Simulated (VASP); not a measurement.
Set up this calculation in VASP 6.6.1, as the native input.

* Task: single point
* Functional: PBE
* Potentials or basis: VASP PAW PBE potentials, release 64 (Sn_d, Se)
* Cutoff: 520 eV
* k mesh: 6 × 6 × 4
* Occupations: fermi-dirac, width 0.05 eV
* Spin: no spin polarisation
* Dipole correction: no
* Further INCAR settings: ALGO = Normal; EDIFF = 1e-06; NBANDS = 20

The structure of SnSe2 lies in POSCAR:

```
SnSe2
1.0
    3.8110000000      0.0000000000      0.0000000000
   -1.9055000000      3.3004228100      0.0000000000
    0.0000000000      0.0000000000      6.3200800000
Sn Se
1 2
Direct
    0.0000000000      0.0000000000      0.0000000000
    0.3333333333      0.6666666667      0.2490000000
    0.6666666667      0.3333333333      0.7510000000
```

The input as run:

INCAR

```
SYSTEM = SnSe2
PREC = Accurate
ENCUT = 520
EDIFF = 1E-6
ISMEAR = -1
SIGMA = 0.05
LREAL = .False.
LASPH = .True.
NELM = 100
ALGO = Normal
ISIF = 2
LWAVE = .False.
LCHARG = .False.
GGA = PE
NBANDS = 20
```

KPOINTS

```
Automatic mesh
0
Gamma
  6 6 4
  0 0 0
```

Potentials or basis: VASP PAW PBE potentials, release 64 (Sn_d, Se).

Launch:

```console
$ cat potpaw_PBE.64/Sn_d/POTCAR potpaw_PBE.64/Se/POTCAR > POTCAR
$ mpirun -np 1 vasp_std > vasp.out
```

It gave:

| Item | Value |
| --- | --- |
| Pressure | 3.4 GPa |
| Largest force | 0.348 eV/Å |
| Band gap on the k mesh | 0.76 eV, indirect (least direct gap 1.21 eV) |

Caveat: spin-orbit coupling is left out, which moves the levels of the heavy elements; this functional lacks dispersion, which binds the layers, so the pressure and a relaxed spacing across them are unreliable.

It took 26 s on 1 thread of Intel(R) Xeon(R) Platinum 8259CL CPU @ 2.50GHz (Skylake/Cascade Lake) (shared host), peak memory 0.2 GiB.
